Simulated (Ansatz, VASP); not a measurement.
**BeS: VASP beside Ansatz**

INCAR

```
SYSTEM = BeS
PREC = Accurate
ENCUT = 600
EDIFF = 1E-7
ISMEAR = 0
SIGMA = 0.02
LREAL = .FALSE.
LASPH = .TRUE.
NELM = 120
ALGO = Normal
ISIF = 3
LWAVE = .FALSE.
LCHARG = .FALSE.
GGA = CA
IBRION = 2
NSW = 100
EDIFFG = -0.002
GGA_COMPAT = .FALSE.
NELMIN = 4
```

File KPOINTS:

```
Automatic mesh
0
G
  8 8 8
  0 0 0
```

Contents of POSCAR:

```
BeS
1.0
    0.0000000000      2.4351516500      2.4351516500
    2.4351516500      0.0000000000      2.4351516500
    2.4351516500      2.4351516500      0.0000000000
Be S
1 1
Direct
    0.0000000000      0.0000000000      0.0000000000
    0.2500000000      0.2500000000      0.2500000000
```

Input for Ansatz:

```yaml
crystal:
  lattice:
    - [0.0, 2.43515165, 2.43515165]
    - [2.43515165, 0.0, 2.43515165]
    - [2.43515165, 2.43515165, 0.0]
  atoms:
    - { symbol: Be, position: [0.0, 0.0, 0.0] }
    - { symbol: S, position: [0.25, 0.25, 0.25] }
basis:
  ecutwfc: 420
kpoints:
  mp_grid: { grid: [8, 8, 8] }
hamiltonian:
  xc: lda
  pseudopotentials: { kind: paw, azcp: { folder: soft_1 } }
scf:
  occupations: { method: gaussian, width: 0.02 }
output:
  forces: true
  stress: true
  eigenvalues: true
  write_density: true
  write_potential: true
  elf: true
  volumetric_format: npy
relax:
  adjacent_minimum: "off"
  f_tol: 0.002
  max_steps: 80
  cell: { stress_tol: 0.02 }
```

Alike in both runs: task relaxation of cell and atoms; functional LDA; k mesh 8 × 8 × 8; occupations gaussian, width 0.02 eV; no spin polarisation.

```csv
,VASP,Ansatz
version,VASP 6.6.1,Ansatz 0.2.0
potentials or method,"VASP PAW LDA potentials, release 64 (Be, S), cutoff 600 eV","scalar-relativistic, plane waves, PAW"
valence electrons in the cell,8,8
```

```tsv
	VASP	Ansatz	Ansatz less VASP
gap on the k mesh at the Fermi level, each at its own relaxed structure (eV)	2.83	2.83	-0.007
relaxed volume (Å³/atom)	13.80	13.79	-0.010
relaxed cell length with the largest relative difference (Å)	3.392	3.391	-0.0008
```

Ansatz warns that its potentials were made for another functional, while VASP's fit it. LDA's correlation is that of Perdew and Zunger in VASP and of Perdew and Wang (1992) in Ansatz.
